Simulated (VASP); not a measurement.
A run of VASP 6.6.1 is set up as follows.

The input INCAR:

```
SYSTEM = W3N4
PREC = Accurate
ENCUT = 520
EDIFF = 1E-6
ISMEAR = -1
SIGMA = 0.1
LREAL = .False.
LASPH = .True.
NELM = 150
ALGO = Normal
ISIF = 2
LWAVE = .False.
LCHARG = .False.
ISPIN = 2
MAGMOM = 0 0 0 0 0.2 0.2 0.2
LORBIT = 11
LMAXMIX = 4
GGA = PE
NBANDS = 44
ISYM = 0
```

File KPOINTS:

```
regular mesh
0
Gamma
  5 5 5
  0 0 0
```

The input POSCAR:

```
W3N4
1.0
    4.1220000000      0.0000000000      0.0000000000
    0.0000000000      4.1220000000      0.0000000000
    0.0000000000      0.0000000000      4.1220000000
N W
4 3
Direct
    0.5000000000      0.5000000000      0.5000000000
    0.5000000000      0.0000000000      0.0000000000
    0.0000000000      0.5000000000      0.0000000000
    0.0000000000      0.0000000000      0.5000000000
    0.5000000000      0.5000000000      0.0000000000
    0.0000000000      0.5000000000      0.5000000000
    0.5000000000      0.0000000000      0.5000000000
```

Potentials or basis: VASP PAW PBE potentials, release 64 (N, W_sv).

Command:

```bash
$ cat potpaw_PBE.64/N/POTCAR potpaw_PBE.64/W_sv/POTCAR > POTCAR
$ mpirun -np 1 vasp_std > vasp.out
```

Problem. Estimate the net moment.

Solution. 0.00 μB per cell.

Problem. Estimate the pressure.

Solution. 28.4 GPa.

Problem. Predict the band gap on the k mesh.

Solution. Zero (filled and empty bands overlap).

Caveat: spin-orbit coupling is left out, which moves the levels of the heavy elements.
